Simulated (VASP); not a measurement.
Runs of VASP 6.6.1 on InO2 (fluorite type). The structure is that of space group Fm-3m (No. 225), or close to it. The cells are those of the table. 

```tsv
cell	gap on the mesh (eV)	pressure (GPa)
a = 3.697 Å, angles 60.0°, 3 atoms	none	-2.1
a = 3.735 Å, angles 60.0°, 3 atoms	none	-6.8
a = 3.620 Å, angles 60.0°, 3 atoms	none	(b)
a = 3.659 Å, angles 60.0°, 3 atoms	none	3.5
a = 3.771 Å, angles 60.0°, 3 atoms	none	(a)
```

Alike in all rows: task single point; level r2SCAN; potentials or basis VASP PAW PBE potentials, release 64 (In_d, O); no spin polarisation; k mesh 11 × 11 × 11; cutoff (eV) 520; smearing fermi-dirac 0.1 eV.

Q: Fill in the values left out.

A: (a) -10.8; (b) 10.2.

Caveats: the PAW data sets were made with another functional, which shifts forces and pressure a little; spin-orbit coupling is left out, which moves the levels of the heavy elements; an odd number of electrons without spin polarisation forces a metal; a magnetic or distorted state may lie lower.

A k mesh can miss the band edges, and the runs leave out spin-orbit coupling on In.

A gap of «none» marks levels without a gap at the run's occupations.
